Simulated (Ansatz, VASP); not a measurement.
One calculation of ZnS, two programs

```
Zn S
1.0
     3.76267    0.00000    0.00000
    -1.88134    3.25857    0.00000
     0.00000    0.00000    6.22667
Zn S
2 2
Cartesian
  0.0000 2.1724 0.0388
  1.8813 1.0862 3.1522
  0.0000 2.1724 2.3584
  1.8813 1.0862 5.4718
```

Change from the starting cell: film at in-plane strain -0.005.

Alike in both runs: task single point; functional PBEsol; k mesh 6 × 6 × 4; no spin polarisation.

```csv
,VASP,Ansatz
version,VASP 6.6.1,Ansatz 0.2.0
potentials or method,"VASP PAW PBE potentials, release 64 (Zn, S), cutoff 520 eV","all-electron LAPW, scalar-relativistic"
occupations,"gaussian, width 0.01 eV",fixed
```

VASP gave:

```
gap on the k mesh at the Fermi level (eV)                     : 2.17
pressure (GPa)                                                : 0.8
traceless stress, the component that is largest in VASP (GPa) : -0.56
```

Task: Estimate Ansatz's values.

Result: gap on the k mesh at the Fermi level (eV): 2.16; pressure (GPa): 0.6; traceless stress, the component that is largest in VASP (GPa): -0.56.

VASP's potentials were made for PBE, not for PBEsol. Ansatz ran all-electron here, and VASP with PAW potentials.
